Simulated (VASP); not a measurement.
Here is a VASP 6.6.1 calculation.

POSCAR

```
AlN
1.0
    0.0273112579      2.1849006282      2.1849006282
    2.1849006282      0.0273112579      2.1849006282
    2.2122118861      2.2122118861      0.0000000000
Al N
1 1
Direct
    0.0000000000      0.0000000000      0.0000000000
    0.7500000000      0.7500000000      0.7500000000
```

File INCAR.step1:

```
SYSTEM = AlN
ALGO = Normal
EDIFF = 1E-4
ENCUT = 520
GGA = PE
ISMEAR = 0
LASPH = .True.
LCHARG = .False.
LREAL = .False.
LWAVE = .True.
NBANDS = 11
NELM = 100
PREC = Accurate
SIGMA = 0.05
```

INCAR.step2

```
SYSTEM = AlN
ALGO = Normal
EDIFF = 1E-6
ENCUT = 520
ISIF = 2
ISMEAR = 0
ISTART = 1
LASPH = .True.
LCHARG = .False.
LMIXTAU = .True.
LREAL = .False.
LWAVE = .False.
METAGGA = R2SCAN
NBANDS = 11
NELM = 100
PREC = Accurate
SIGMA = 0.05
```

File KPOINTS:

```
k-points
0
Gamma
  10 10 10
  0 0 0
```

Potentials or basis: VASP PAW PBE potentials, release 64 (Al, N).

Command:

```sh
$ cat potpaw_PBE.64/Al/POTCAR potpaw_PBE.64/N/POTCAR > POTCAR
$ cp INCAR.step1 INCAR
$ mpirun -np 1 vasp_std > vasp.out
$ cp INCAR.step2 INCAR
$ mpirun -np 1 vasp_std > vasp.out
```

Task: Estimate the band gap on the k mesh.

Result: 3.85 eV, indirect (least direct gap 4.80 eV).

Task: Estimate the largest force.

Result: 0.219 eV/Å.

Task: What does it give for the pressure?

Result: -0.2 GPa.

Forces on the atoms (eV/Å):
```
Al   0.000  0.000 -0.219
N    0.000  0.000  0.219
```

Caveat: the cell differs from its parent crystal (strain +0.0250 x Voigt [0, 0, 0, 0, 0, 1]); the PAW data sets were made with another functional, which shifts forces and pressure a little. A k mesh can miss the band edges.
